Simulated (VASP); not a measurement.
# Zn3H8S3 in VASP: single point with PBE

Aim: the single point of Zn3H8S3 with PBE.

Everything below comes from runs of VASP 6.6.1. Logs are shortened: lines on timing, memory, paths and dates and some standing lists are left out, and cuts for length are marked.

## Step 1: The cell of the first run

The cell holds a wire or tube with vacuum around it, 14 atoms: a = 15.400 Å, b = 15.100 Å, c = 3.849 Å, α = 90.00°, β = 90.00°, γ = 90.00°.

## Step 2: Single point, PBE

INCAR

```
SYSTEM = Zn3H8S3
PREC = Accurate
ENCUT = 520
EDIFF = 1E-7
ISMEAR = 0
SIGMA = 0.05
LREAL = .False.
LASPH = .True.
NELM = 100
ALGO = Normal
ISIF = 2
LWAVE = .False.
LCHARG = .False.
GGA = PE
NBANDS = 44
```

KPOINTS

```
regular mesh
0
Gamma
  1 1 9
  0 0 0
```

POSCAR

```
Zn3H8S3
1.0
   15.4000000000      0.0000000000      0.0000000000
    0.0000000000     15.1000000000      0.0000000000
    0.0000000000      0.0000000000      3.8487553787
Zn S H
3 3 8
Direct
    0.5000000000      0.4511188554      0.5000000000
    0.6249595902      0.6313493870      0.0000000000
    0.3750404098      0.6313493870      0.0000000000
    0.5000000000      0.3610035896      0.0000000000
    0.3750404098      0.5412341212      0.5000000000
    0.6249595902      0.5412341212      0.5000000000
    0.5715759990      0.3093861814      0.0000000000
    0.4284240010      0.3093861814      0.0000000000
    0.5427797395      0.6906138186      0.0000000000
    0.7071394409      0.6906138186      0.0000000000
    0.3034644108      0.4896167130      0.5000000000
    0.4572202605      0.6906138186      0.0000000000
    0.2928605591      0.6906138186      0.0000000000
    0.6965355892      0.4896167130      0.5000000000
```

Potentials or basis: VASP PAW PBE potentials, release 64 (Zn, S, H).

Command:

```bash
$ cat potpaw_PBE.64/Zn/POTCAR potpaw_PBE.64/S/POTCAR potpaw_PBE.64/H/POTCAR > POTCAR
$ mpirun -np 1 vasp_std > vasp.out
```

OUTCAR:

```text
SYSTEM = Zn3H8S3
   PREC = Accurate
   ENCUT = 520
   EDIFF = 1E-7
   ISMEAR = 0
   LREAL = .False.
   LASPH = .True.
   NELM = 100
   ISIF = 2
   GGA = PE

 ion  position               nearest neighbor table
   1  0.500  0.451  0.500-   5 2.36   6 2.36   4 2.36   4 2.36
   2  0.625  0.631  0.000-   9 1.55  10 1.55   6 2.36   6 2.36
   3  0.375  0.631  0.000-  12 1.55  13 1.55   5 2.36   5 2.36
   4  0.500  0.361  0.000-   7 1.35   8 1.35   1 2.36   1 2.36
   5  0.375  0.541  0.500-  11 1.35   1 2.36   3 2.36   3 2.36
   6  0.625  0.541  0.500-  14 1.35   1 2.36   2 2.36   2 2.36
   7  0.572  0.309  0.000-   4 1.35
   8  0.428  0.309  0.000-   4 1.35
   9  0.543  0.691  0.000-   2 1.55
  10  0.707  0.691  0.000-   2 1.55
  11  0.303  0.490  0.500-   5 1.35
  12  0.457  0.691  0.000-   3 1.55
  13  0.293  0.691  0.000-   3 1.55
  14  0.697  0.490  0.500-   6 1.35

  LATTYP: Found a simple orthorhombic cell.
 ALAT       =     3.8487553787
 B/A-ratio  =     3.9233462546
 C/A-ratio  =     4.0012935312

  Lattice vectors:

 A1 = (   0.0000000000,   0.0000000000,  -3.8487553787)
 A2 = (   0.0000000000,  15.1000000000,   0.0000000000)
 A3 = (  15.4000000000,   0.0000000000,   0.0000000000)

Analysis of symmetry for initial positions (statically):
=====================================================================
 Subroutine PRICEL returns:
 Original cell was already a primitive cell.

 Routine SETGRP: Setting up the symmetry group for a
 simple orthorhombic supercell.

 Subroutine GETGRP returns: Found  4 space group operations
 (whereof  4 operations were pure point group operations)
 out of a pool of  8 trial point group operations.

The static configuration has the point symmetry C_2v.

Analysis of symmetry for dynamics (positions and initial velocities):
=====================================================================
 Subroutine PRICEL returns:
 Original cell was already a primitive cell.

 Routine SETGRP: Setting up the symmetry group for a
 simple orthorhombic supercell.

 Subroutine GETGRP returns: Found  4 space group operations
 (whereof  4 operations were pure point group operations)
 out of a pool of  8 trial point group operations.

The dynamic configuration has the point symmetry C_2v.

 Subroutine INISYM returns: Found  4 space group operations
 (whereof  4 operations are pure point group operations),
 and found     1 'primitive' translations
[... 112 lines left out ...]
   EMIN   =  10.00;   EMAX   =-10.00  energy-range for DOS
   EFERMI =   0.00;   METHOD = LEGACY
   ISMEAR =     0;   SIGMA  =   0.05  broadening in eV -4-tet -1-fermi 0-gaus
   EFERMI_NEDOS =   21; number of points for ismear=-14 and -15
   IALGO  =     38    algorithm
   IMIX   =      4    mixing-type and parameters
     AMIX     =   0.40;   BMIX     =  1.00
     AMIX_MAG =   1.60;   BMIX_MAG =  1.00
  volume/ion in A,a.u.               =      63.93       431.41
  Fermi-wavevector in a.u.,A,eV,Ry     =   0.672356  1.270569  6.150688  0.452063
  Thomas-Fermi vector in A             =   1.748452
   LORBIT       =      0    0 simple, 1 ext, 2 COOP (PROOUT), +10 PAW based schemes
   GGA     = PE    functional components
   LHFCALC =     F    Hartree Fock is set to
   AEXX    =    0.0000 exact exchange contribution
   IVDW    =     0    specifies the selected vdW correction
   LEPSILON=     F    determine dielectric tensor
   LRPA    =     F    only Hartree local field effects (RPA)
 non-spin polarized calculation
 Gauss-broadening in eV      SIGMA  =   0.05
  energy-cutoff  :      520.00
  volume of cell :      894.99
 maximum number of plane-waves:     24144
 NGX is ok and might be reduce to   120
   NGX = 57   NGY = 57   NGZ = 15

 number of electron      61.9999946 magnetization

 Free energy of the ion-electron system (eV)
  ---------------------------------------------------
  ext. energy  EPLUGINS =         0.00000000
  ---------------------------------------------------
  free energy    TOTEN  =       -38.74356106 eV

  energy without entropy =      -38.73084160  energy(sigma->0) =      -38.73720133

 E-fermi :  -2.3412     XC(G=0):  -2.6033

 val. band max:       -2.3498769020   @ k =   0.0000   0.0000   0.3333
 cond. band min:      -2.2926594999   @ k =   0.0000   0.0000   0.4444
 fundamental gap:      0.0572174021
 Fermi energy:        -2.3412346363

 k-point     1 :       0.0000    0.0000    0.0000
  band No.  band energies     occupation
      1     -20.7959      2.00000
      2     -18.3171      2.00000
      3     -18.1968      2.00000
      4     -13.3550      2.00000
      5     -12.6425      2.00000
      6     -12.3009      2.00000
[... 219 lines left out ...]
     42       1.4202      0.00000
     43       2.0724      0.00000
 [bands above 43 left out]

------------------------ aborting loop because EDIFF is reached ----------------------------------------

  FORCE on cell =-STRESS in cart. coord.  units (eV):
  Direction    XX          YY          ZZ          XY          YZ          ZX
  --------------------------------------------------------------------------------------
  -------------------------------------------------------------------------------------
  Total        6.0419942      5.6984106      6.0217360      0.0000000      0.0000000      0.0000000
  in kB       10.8161551     10.2010845     10.7798897      0.0000000      0.0000000      0.0000000
  external PRESSURE =      10.5990431 kB  Pullay stress =       0.0000000 kB

 VOLUME and BASIS-vectors are now :
 -----------------------------------------------------------------------------
  energy-cutoff  :      520.00
  volume of cell :      894.99
      direct lattice vectors                 reciprocal lattice vectors
    15.400000000  0.000000000  0.000000000     0.064935065  0.000000000  0.000000000
     0.000000000 15.100000000  0.000000000     0.000000000  0.066225166  0.000000000
     0.000000000  0.000000000  3.848755379     0.000000000  0.000000000  0.259824255

 POSITION                                       TOTAL-FORCE (eV/Angst)
 -----------------------------------------------------------------------------------
      7.70000      6.81189      1.92438         0.000000      0.857755      0.000000
      9.62438      9.53338      0.00000         0.959058      0.977788     -0.000000
      5.77562      9.53338      0.00000        -0.959058      0.977788     -0.000000
      7.70000      5.45115      0.00000         0.000000      1.084318      0.000000
      5.77562      8.17264      1.92438         0.474445     -0.467233      0.000000
      9.62438      8.17264      1.92438        -0.474445     -0.467233      0.000000
      8.80227      4.67173      0.00000         0.690012     -1.040597      0.000000
      6.59773      4.67173      0.00000        -0.690012     -1.040597      0.000000
      8.35881     10.42827      0.00000        -0.443877      0.006678      0.000000
     10.88995     10.42827      0.00000         0.529703     -0.083771      0.000000
      4.67335      7.39321      1.92438         0.014477     -0.363901      0.000000
      7.04119     10.42827      0.00000         0.443877      0.006678      0.000000
      4.51005     10.42827      0.00000        -0.529703     -0.083771      0.000000
     10.72665      7.39321      1.92438        -0.014477     -0.363901      0.000000
 -----------------------------------------------------------------------------------
    total drift:                                0.000000     -0.003090      0.000008

  FREE ENERGIE OF THE ION-ELECTRON SYSTEM (eV)
  ---------------------------------------------------
  free  energy   TOTEN  =       -38.7435610577 eV

  energy  without entropy=      -38.7308416043  energy(sigma->0) =      -38.73720133
```

stdout:

```text
POSCAR found type information on POSCAR ZnS H
 POSCAR found :  3 types and      14 ions
 scaLAPACK will be used
 LDA part: xc-table for (Slater+PW92), standard interpolation
 POSCAR, INCAR and KPOINTS ok, starting setup
 FFT: planning ... GRIDC
 FFT: planning ... GRID_SOFT
 FFT: planning ... GRID
 WAVECAR not read
 entering main loop
```

It took 7.8 min on 1 thread of Intel Xeon 6975P-C (Granite Rapids), shared host; peak memory 0.93 GiB.

Results:

```yaml
Free_energy: -38.7436 eV
Largest_force: 1.370 eV/Å
Band_gap_on_the_k_mesh: zero (bands 31 and 32 overlap by 0.23 eV)
```

Forces in eV/Å, atoms in the order of the input:
```
Zn   0.000  0.858  0.000
Zn   0.959  0.978  0.000
Zn  -0.959  0.978  0.000
S    0.000  1.084  0.000
S    0.474 -0.467  0.000
S   -0.474 -0.467  0.000
H    0.690 -1.041  0.000
H   -0.690 -1.041  0.000
H   -0.444  0.007  0.000
H    0.530 -0.084  0.000
H    0.014 -0.364  0.000
H    0.444  0.007  0.000
H   -0.530 -0.084  0.000
H   -0.014 -0.364  0.000
```
